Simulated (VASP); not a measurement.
Input of a VASP 6.6.1 run:

File INCAR:

```
ALGO = Normal
EDIFF = 1E-6
ENCUT = 520
GGA = PE
ISIF = 2
ISMEAR = 0
IVDW = 12
LASPH = T
LCHARG = F
LREAL = Auto
LWAVE = F
NBANDS = 56
NELM = 100
PREC = Accurate
SIGMA = 0.02
```

KPOINTS

```
k-points
0
Gamma
  2 2 1
```

Contents of POSCAR:

```
PdC18
1.0
    7.3980000000      0.0000000000      0.0000000000
   -3.6990000000      6.4068560000      0.0000000000
    0.0000000000      0.0000000000     12.0000000000
C Pd
18 1
Direct
   -0.0014814856     -0.0050840849      0.0862040833
    0.2188439347      0.1056232573      0.0827988333
   -0.0016616509      0.3315312534      0.0828780833
    0.2183343379      0.4390420200      0.0808738333
   -0.0030489804      0.6622642994      0.0805169167
    0.2181883476      0.7722074603      0.0826007500
    0.3304395699     -0.0041962860      0.0832639167
    0.5502999939      0.1058773601      0.0860794167
    0.3301952166      0.3288719147      0.0812495833
    0.5513045375      0.4386758497      0.0794856667
    0.3304258423      0.6625059155      0.0818230833
    0.5506258144      0.7705192687      0.0838406667
    0.6619117857     -0.0054081128      0.0926468333
    0.8867424217      0.1070731104      0.0910991667
    0.6635674609      0.3291733106      0.0813695833
    0.8847956429      0.4392119942      0.0801629167
    0.6634294287      0.6618572354      0.0793485000
    0.8843843838      0.7711980728      0.0813345000
    0.8148987841      1.0486694254      0.2624230833
```

Potentials or basis: VASP PAW PBE potentials, release 64 (C, Pd).

Command:

```console
$ cat potpaw_PBE.64/C/POTCAR potpaw_PBE.64/Pd/POTCAR > POTCAR
$ mpirun -np 1 vasp_std > vasp.out
```

Estimate the dispersion energy per atom.

-0.099 eV.

What does it give for the band gap on the k mesh?

0.10 eV.

What does it give for the largest force?

0.127 eV/Å.

Forces in eV/Å, atoms in the order of the input:
```
C    0.011 -0.004 -0.020
C   -0.013  0.015 -0.011
C    0.022 -0.003  0.003
C   -0.007  0.001 -0.002
C    0.014 -0.004 -0.003
C    0.003 -0.004  0.001
C    0.019 -0.006 -0.005
C    0.002  0.006 -0.001
C    0.007  0.004  0.001
C    0.000  0.003 -0.001
C    0.016 -0.009  0.000
C    0.003  0.003  0.001
C    0.009 -0.011  0.025
C    0.007  0.014  0.006
C    0.013 -0.006 -0.001
C    0.004  0.001 -0.003
C    0.016 -0.005  0.005
C    0.000  0.001 -0.008
Pd  -0.127  0.003  0.013
```

Caveat: the k points lie up to 0.49 Å⁻¹ apart; there is no dipole correction, which matters where the two faces differ.
